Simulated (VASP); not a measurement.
A run of VASP 6.6.1 is set up as follows.

File INCAR:

```
SYSTEM = Hf
PREC     = Accurate       ! precision mode
ENCUT    = 600            ! plane-wave cutoff, eV
EDIFF    = 1E-6           ! SCF threshold, eV
ISMEAR   = -1             ! smearing method
SIGMA    = 0.3            ! smearing width, eV
LREAL    = .False.        ! projectors in reciprocal space
LASPH    = .True.         ! aspherical terms in the spheres
NELM     = 80             ! most SCF steps
ALGO     = Normal         ! electronic algorithm
ISIF     = 3              ! what is computed and relaxed
LWAVE    = .False.        ! write WAVECAR
LCHARG   = .False.        ! write CHGCAR
GGA      = PE             ! functional
IVDW     = 12             ! dispersion correction
IBRION   = 2              ! ionic algorithm
NSW      = 80             ! ionic steps
EDIFFG   = -0.01          ! ionic threshold
```

The input KPOINTS:

```
regular mesh
0
Gamma
  9 9 9
  0 0 0
```

POSCAR

```
Hf
1.0
   -1.8050000000      1.8050000000      1.8050000000
    1.8050000000     -1.8050000000      1.8050000000
    1.8050000000      1.8050000000     -1.8050000000
Hf
1
Direct
    0.0000000000      0.0000000000      0.0000000000
```

Potentials or basis: VASP PAW PBE potentials, release 64 (Hf_pv).

Launch:

```sh
$ cat potpaw_PBE.64/Hf_pv/POTCAR > POTCAR
$ mpirun -np 1 vasp_std > vasp.out
```

(1) Predict the relaxed volume.

(2) What does it give for the band gap on the k mesh?

(3) Predict the dispersion energy per atom.

Results:

(1) 21.89 Å³/atom.

(2) zero (band 5 reaches 6.27 eV, above the bottom of band 6 at 4.01 eV).

(3) -0.460 eV.

Caveat: spin-orbit coupling is left out, which moves the levels of the heavy elements; pairwise dispersion overbinds metals, which lowers pressure and volume.
